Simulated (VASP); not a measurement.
# PbS (Pm-3m) in VASP: settings compared

The runs below take PbS through single point, with LDA, PBEsol-based global hybrid with 25 % exact exchange, PBEsol-based screened hybrid with 25 % exact exchange, HSE06.

All numbers are computed with VASP 6.6.1; they aren't measurements. Logs are shortened: lines on timing, memory, paths and dates and some standing lists are left out, and cuts for length are marked.

### 1 The cell of the first run

The structure is cubic, space group Pm-3m (No. 221). The conventional cell has a = 3.654 Å, b = 3.654 Å, c = 3.654 Å, α = 90.00°, β = 90.00°, γ = 90.00°. Pb (site symmetry m-3m) has 8 S at 3.16 Å and 6 Pb at 3.65 Å within 4.2 Å. Within 4.2 Å of S (site symmetry m-3m) lie 8 Pb at 3.16 Å and 6 S at 3.65 Å.

### 2 Single point, LDA, non-collinear spin, zero start, spin-orbit coupling

Contents of INCAR:

```
  PREC = Accurate
  ENCUT = 520
  EDIFF = 1E-7
  ISMEAR = -1
  SIGMA = 0.05
  LREAL = False
  LASPH = True
  NELM = 150
  ALGO = Normal
  ISIF = 2
  LWAVE = False
  LCHARG = False
  MAGMOM = 0 0 0 0 0 0
  LORBIT = 11
  LSORBIT = True
  GGA_COMPAT = False
  LORBMOM = True
  GGA = CA
  NBANDS = 32
```

Contents of KPOINTS:

```
regular mesh
0
Gamma
  5 5 5
```

Contents of POSCAR:

```
PbS
1.0
    3.6536590000      0.0000000000      0.0000000000
    0.0000000000      3.6536590000      0.0000000000
    0.0000000000      0.0000000000      3.6536590000
Pb S
1 1
Direct
    0.0000000000      0.0000000000      0.0000000000
    0.5000000000      0.5000000000      0.5000000000
```

Potentials or basis: VASP PAW LDA potentials, release 64 (Pb_d, S).

Run with:

```bash
> cat potpaw_LDA.64/Pb_d/POTCAR potpaw_LDA.64/S/POTCAR > POTCAR
> mpirun -np 1 vasp_ncl > vasp.out
```

OUTCAR:

```text
PREC = Accurate
   ENCUT = 520
   EDIFF = 1E-7
   ISMEAR = -1
   LREAL = False
   LASPH = True
   NELM = 150
   ISIF = 2
   LORBIT = 11
   LSORBIT = True
   GGA = CA

 ion  position               nearest neighbor table
   1  0.000  0.000  0.000-   2 3.16   2 3.16   2 3.16   2 3.16   2 3.16   2 3.16   2 3.16   2 3.16

   2  0.500  0.500  0.500-   1 3.16   1 3.16   1 3.16   1 3.16   1 3.16   1 3.16   1 3.16   1 3.16

  LATTYP: Found a simple cubic cell.
 ALAT       =     3.6536590000

  Lattice vectors:

 A1 = (   3.6536590000,   0.0000000000,   0.0000000000)
 A2 = (   0.0000000000,   3.6536590000,   0.0000000000)
 A3 = (   0.0000000000,   0.0000000000,   3.6536590000)

Analysis of symmetry for initial positions (statically):
=====================================================================
 Subroutine PRICEL returns:
 Original cell was already a primitive cell.

 Routine SETGRP: Setting up the symmetry group for a
 simple cubic supercell.

 Subroutine GETGRP returns: Found 48 space group operations
 (whereof 48 operations were pure point group operations)
 out of a pool of 48 trial point group operations.

The static configuration has the point symmetry O_h .

Analysis of symmetry for dynamics (positions and initial velocities):
=====================================================================
 Subroutine PRICEL returns:
 Original cell was already a primitive cell.

 Routine SETGRP: Setting up the symmetry group for a
 simple cubic supercell.

 Subroutine GETGRP returns: Found 48 space group operations
 (whereof 48 operations were pure point group operations)
 out of a pool of 48 trial point group operations.

The dynamic configuration has the point symmetry O_h .

Analysis of structural, dynamic, and magnetic symmetry:
=====================================================================
 Subroutine PRICEL returns:
 Original cell was already a primitive cell.

 Routine SETGRP: Setting up the symmetry group for a
 simple cubic supercell.

 Subroutine GETGRP returns: Found 48 space group operations
 (whereof 48 operations were pure point group operations)
 out of a pool of 48 trial point group operations.

The overall configuration has the point symmetry O_h .

 Subroutine INISYM returns: Found 48 space group operations
 (whereof 48 operations are pure point group operations),
 and found     1 'primitive' translations

----------------------------------------------------------------------------------------

                                     Primitive cell

  volume of cell :      48.7735

  direct lattice vectors                    reciprocal lattice vectors
     3.653659000  0.000000000  0.000000000     0.273698230  0.000000000  0.000000000
     0.000000000  3.653659000  0.000000000     0.000000000  0.273698230  0.000000000
     0.000000000  0.000000000  3.653659000     0.000000000  0.000000000  0.273698230

  length of vectors
     3.653659000  3.653659000  3.653659000     0.273698230  0.273698230  0.273698230

  position of ions in fractional coordinates (direct lattice)
     0.000000000  0.000000000  0.000000000
     0.500000000  0.500000000  0.500000000

  ion indices of the primitive-cell ions
   primitive index   ion index
                 1           1
                 2           2

----------------------------------------------------------------------------------------

 KPOINTS: regular mesh

Automatic generation of k-mesh.
 Grid dimensions read from file:
 generate k-points for:    5    5    5

 Generating k-lattice:

  Cartesian coordinates                     Fractional coordinates (reciprocal lattice)
     0.054739646  0.000000000  0.000000000     0.200000000  0.000000000  0.000000000
     0.000000000  0.054739646  0.000000000     0.000000000  0.200000000  0.000000000
     0.000000000  0.000000000  0.054739646     0.000000000  0.000000000  0.200000000

  Length of vectors
     0.054739646  0.054739646  0.054739646

  Shift w.r.t. Gamma in fractional coordinates (k-lattice)
     0.000000000  0.000000000  0.000000000

 Subroutine IBZKPT returns following result:
 ===========================================

 Found     10 irreducible k-points:

 Following reciprocal coordinates:
            Coordinates               Weight
  0.000000  0.000000  0.000000      1.000000
  0.200000  0.000000  0.000000      6.000000
  0.400000  0.000000  0.000000      6.000000
  0.200000  0.200000  0.000000     12.000000
  0.400000  0.200000  0.000000     24.000000
[... 25 lines left out ...]
   EDIFFG = 0.1E-05   stopping-criterion for IOM
   NSW    =      0    number of steps for IOM
   IBRION =     -1    ionic relax: 0-MD 1-quasi-New 2-CG
   NFREE  =      0    steps in history (QN), initial steepest desc. (CG)
   ISIF   =      2    stress and relaxation
   ISYM   =      2    0-nonsym 1-usesym 2-fastsym
   POTIM  = 0.5000    time-step for ionic-motion
   TEBEG  =    0.0;   TEEND  =   0.0 temperature during run
   PSTRESS=    0.0 pullay stress
   NELECT =      20.0000    total number of electrons
   NUPDOWN=      -1.0000    fix difference up-down
   EMIN   =  10.00;   EMAX   =-10.00  energy-range for DOS
   EFERMI =   0.00;   METHOD = LEGACY
   ISMEAR =    -1;   SIGMA  =   0.05  broadening in eV -4-tet -1-fermi 0-gaus
   EFERMI_NEDOS =   21; number of points for ismear=-14 and -15
   IALGO  =     38    algorithm
   IMIX   =      4    mixing-type and parameters
     AMIX     =   0.40;   BMIX     =  1.00
     AMIX_MAG =   1.60;   BMIX_MAG =  1.00
  volume/ion in A,a.u.               =      24.39       164.57
  Fermi-wavevector in a.u.,A,eV,Ry     =   1.216252  2.298383 20.126668  1.479268
  Thomas-Fermi vector in A             =   2.351612
   LORBIT       =     11    0 simple, 1 ext, 2 COOP (PROOUT), +10 PAW based schemes
   GGA     = CA    functional components
   LHFCALC =     F    Hartree Fock is set to
   AEXX    =    0.0000 exact exchange contribution
   IVDW    =     0    specifies the selected vdW correction
   LEPSILON=     F    determine dielectric tensor
   LRPA    =     F    only Hartree local field effects (RPA)
  energy-cutoff  :      520.00
  volume of cell :       48.77
 maximum number of plane-waves:      2714
 NGX is ok and might be reduce to    28
   NGX = 13   NGY = 13   NGZ = 13

 number of electron      19.9999995 magnetization       0.0000000      0.0000000     -0.0000000

 number of electron      19.9999995 magnetization       0.0000000      0.0000000      0.0000000

 number of electron      19.9999995 magnetization      -0.0000000     -0.0000000     -0.0000000

 Free energy of the ion-electron system (eV)
  ---------------------------------------------------
  ext. energy  EPLUGINS =         0.00000000
  ---------------------------------------------------
  free energy    TOTEN  =        -9.91191192 eV

  energy without entropy =       -9.90132628  energy(sigma->0) =       -9.90661910

 E-fermi :   5.6323     XC(G=0): -10.4810

 val. band max:        5.5390505511   @ k =   0.4000   0.4000   0.4000
 cond. band min:       5.6742580229   @ k =   0.2000   0.2000   0.2000
 fundamental gap:      0.1352074718
 Fermi energy:         5.6322729694

 k-point     1 :       0.0000    0.0000    0.0000
  band No.  band energies     occupation
      1     -12.2580      1.00000
      2     -12.2580      1.00000
      3     -12.2580      1.00000
      4     -12.2580      1.00000
      5      -9.7347      1.00000
      6      -9.7347      1.00000
[... 339 lines left out ...]
     31      18.1006      0.00000
     32      18.1006      0.00000

------------------------ aborting loop because EDIFF is reached ----------------------------------------

  FORCE on cell =-STRESS in cart. coord.  units (eV):
  Direction    XX          YY          ZZ          XY          YZ          ZX
  --------------------------------------------------------------------------------------
  -------------------------------------------------------------------------------------
  Total       -1.7662846     -1.7662846     -1.7662846     -0.0000000     -0.0000000      0.0000000
  in kB      -58.0212683    -58.0212683    -58.0212683     -0.0000000     -0.0000000      0.0000000
  external PRESSURE =     -58.0212683 kB  Pullay stress =       0.0000000 kB

 VOLUME and BASIS-vectors are now :
 -----------------------------------------------------------------------------
  energy-cutoff  :      520.00
  volume of cell :       48.77
      direct lattice vectors                 reciprocal lattice vectors
     3.653659000  0.000000000  0.000000000     0.273698230  0.000000000  0.000000000
     0.000000000  3.653659000  0.000000000     0.000000000  0.273698230  0.000000000
     0.000000000  0.000000000  3.653659000     0.000000000  0.000000000  0.273698230

 POSITION                                       TOTAL-FORCE (eV/Angst)
 -----------------------------------------------------------------------------------
      0.00000      0.00000      0.00000         0.000000      0.000000      0.000000
      1.82683      1.82683      1.82683         0.000000      0.000000      0.000000
 -----------------------------------------------------------------------------------
    total drift:                               -0.000000      0.000000      0.000000

  FREE ENERGIE OF THE ION-ELECTRON SYSTEM (eV)
  ---------------------------------------------------
  free  energy   TOTEN  =        -9.9119119167 eV

  energy  without entropy=       -9.9013262845  energy(sigma->0) =       -9.90661910

 orbital moment (x)

 # of ion     p       d       tot
 ----------------------------------------
  1         0.000   0.000   0.000
  2         0.000   0.000   0.000
 ----------------------------------------
            0.000   0.000   0.000

 orbital moment (y)

 # of ion     p       d       tot
 ----------------------------------------
  1         0.000  -0.000  -0.000
  2         0.000   0.000   0.000
 ----------------------------------------
            0.000  -0.000  -0.000

 orbital moment (z)

 # of ion     p       d       tot
 ----------------------------------------
  1         0.000  -0.000  -0.000
  2         0.000   0.000   0.000
 ----------------------------------------
            0.000  -0.000  -0.000

 Spin-Orbit-Coupling matrix elements

 Ion:    1  E_soc:     -0.8915191
 l=   1
     0.0000000    -0.0804035    -0.0804035
    -0.0804035     0.0000000    -0.0804035
    -0.0804035    -0.0804035     0.0000000
 l=   2
     0.0000000    -0.0135418     0.0000000    -0.0135418    -0.0546412
    -0.0135418     0.0000000    -0.0409809    -0.0135418    -0.0136603
     0.0000000    -0.0409809     0.0000000    -0.0409809     0.0000000
    -0.0135418    -0.0135418    -0.0409809     0.0000000    -0.0136603
    -0.0546412    -0.0136603     0.0000000    -0.0136603     0.0000000
 l=   3
     0.0000000     0.0000000     0.0000000     0.0000000     0.0000000     0.0000000     0.0000000
     0.0000000     0.0000000     0.0000000     0.0000000     0.0000000     0.0000000     0.0000000
     0.0000000     0.0000000     0.0000000     0.0000000     0.0000000     0.0000000     0.0000000
     0.0000000     0.0000000     0.0000000     0.0000000     0.0000000     0.0000000     0.0000000
     0.0000000     0.0000000     0.0000000     0.0000000     0.0000000     0.0000000     0.0000000
     0.0000000     0.0000000     0.0000000     0.0000000     0.0000000     0.0000000     0.0000000
     0.0000000     0.0000000     0.0000000     0.0000000     0.0000000     0.0000000     0.0000000

 Ion:    2  E_soc:     -0.0032451
 l=   1
     0.0000000    -0.0005408    -0.0005408
    -0.0005408     0.0000000    -0.0005408
    -0.0005408    -0.0005408     0.0000000
 l=   2
     0.0000000     0.0000000     0.0000000     0.0000000     0.0000000
     0.0000000     0.0000000     0.0000000     0.0000000     0.0000000
     0.0000000     0.0000000     0.0000000     0.0000000     0.0000000
     0.0000000     0.0000000     0.0000000     0.0000000     0.0000000
     0.0000000     0.0000000     0.0000000     0.0000000     0.0000000
 l=   3
     0.0000000     0.0000000     0.0000000     0.0000000     0.0000000     0.0000000     0.0000000
     0.0000000     0.0000000     0.0000000     0.0000000     0.0000000     0.0000000     0.0000000
     0.0000000     0.0000000     0.0000000     0.0000000     0.0000000     0.0000000     0.0000000
     0.0000000     0.0000000     0.0000000     0.0000000     0.0000000     0.0000000     0.0000000
     0.0000000     0.0000000     0.0000000     0.0000000     0.0000000     0.0000000     0.0000000
     0.0000000     0.0000000     0.0000000     0.0000000     0.0000000     0.0000000     0.0000000
     0.0000000     0.0000000     0.0000000     0.0000000     0.0000000     0.0000000     0.0000000

 total charge

# of ion       s       p       d       tot
------------------------------------------
    1        1.456   0.525   9.834  11.815
    2        1.366   2.259   0.000   3.626
--------------------------------------------------
tot          2.823   2.784   9.834  15.441

 magnetization (x)

# of ion       s       p       d       tot
------------------------------------------
    1        0.000   0.000  -0.000  -0.000
    2       -0.000   0.000   0.000  -0.000
--------------------------------------------------
tot         -0.000   0.000  -0.000  -0.000

 magnetization (y)

# of ion       s       p       d       tot
------------------------------------------
    1        0.000  -0.000   0.000   0.000
    2       -0.000   0.000   0.000  -0.000
--------------------------------------------------
tot         -0.000   0.000   0.000  -0.000

 magnetization (z)

# of ion       s       p       d       tot
------------------------------------------
    1        0.000  -0.000  -0.000  -0.000
    2       -0.000   0.000   0.000  -0.000
--------------------------------------------------
tot         -0.000   0.000  -0.000  -0.000
```

It took 14 s on 1 thread of AMD EPYC 9R45 (Zen 5), shared host; peak memory 0.18 GiB.

What came out:

```yaml
Free_energy: -9.9119 eV
Pressure: -5.8 GPa
Net_moment: 0.00 μB per cell
Valence_electrons_inside_the_program's_atomic_spheres: Pb 11.81; S 3.63
```

Moments on the atoms (μB; x, y, z):
```
Pb  0.00 0.00 0.00
S   0.00 0.00 0.00
```

Caveat: the cell stands under tension.

### 3 Single point, PBEsol-based global hybrid with 25 % exact exchange

This run uses another cell than the first one, of 22.56 Å³/atom.

Contents of POSCAR:

```
PbS
1.0
    3.5601312709      0.0000000000      0.0000000000
    0.0000000000      3.5601312709      0.0000000000
    0.0000000000      0.0000000000      3.5601312709
Pb S
1 1
Direct
    0.0000000000      0.0000000000      0.0000000000
    0.5000000000      0.5000000000      0.5000000000
```

Contents of INCAR.step1:

```
PREC = Accurate ; ENCUT = 520
EDIFF = 1E-5 ; ISMEAR = -1
SIGMA = 0.05 ; LREAL = F
LASPH = T ; NELM = 60
ALGO = Normal ; ISIF = 2
LWAVE = T ; LCHARG = F
NBANDS = 17 ; GGA = PE
```

Contents of INCAR.step2:

```
PREC = Accurate ; ENCUT = 520
EDIFF = 1E-6 ; ISMEAR = -1
SIGMA = 0.05 ; LREAL = F
LASPH = T ; NELM = 60
ALGO = Normal ; ISIF = 2
LWAVE = F ; LCHARG = F
GGA = PS ; LHFCALC = T
AEXX = 0.25 ; PRECFOCK = Normal
NBANDS = 17 ; ISTART = 1
```

Contents of KPOINTS:

```
Automatic mesh
0
Gamma
  4 4 4
```

Potentials or basis: VASP PAW PBE potentials, release 64 (Pb_d, S).

Run with:

```bash
> cat potpaw_PBE.64/Pb_d/POTCAR potpaw_PBE.64/S/POTCAR > POTCAR
> cp INCAR.step1 INCAR
> mpirun -np 1 vasp_std > vasp.out
> cp INCAR.step2 INCAR
> mpirun -np 1 vasp_std > vasp.out
```

It took 3.3 min on 1 thread of AMD EPYC 9R45 (Zen 5), shared host; peak memory 0.14 GiB.

It converged, with:

| Item | Value |
| --- | --- |
| Free energy | -11.4056 eV |
| Pressure | -0.3 GPa |
| Band gap on the k mesh | zero (bands 10 and 11 overlap by 1.29 eV) |

Levels at points of the mesh, in eV from the Fermi level:
| k point | band 8 | band 9 | band 10 | band 11 | band 12 | band 13 |
| --- | --- | --- | --- | --- | --- | --- |
| (0.00, 0.00, 0.00) | -2.46 | -2.46 | -2.46 | 6.43 | 6.43 | 8.54 |
| (0.50, 0.00, 0.00) | -1.05 | -1.05 | 0.58 | 1.21 | 5.12 | 5.12 |
| (0.50, 0.50, 0.00) | -5.90 | -5.90 | -0.82 | 5.73 | 5.73 | 7.72 |
| (0.50, 0.50, 0.50) | -3.38 | -3.38 | -3.38 | -0.71 | -0.71 | -0.71 |

Caveat: the k points lie up to 0.44 Å⁻¹ apart, too coarse for converged energies and pressures of a metal; the PAW data sets were made with another functional, which shifts forces and pressure a little; spin-orbit coupling is left out, which moves the levels of the heavy elements.

(Continued in part 2 of 2.)

The gap in the log of VASP goes by the Fermi energy; the results here count the filled bands.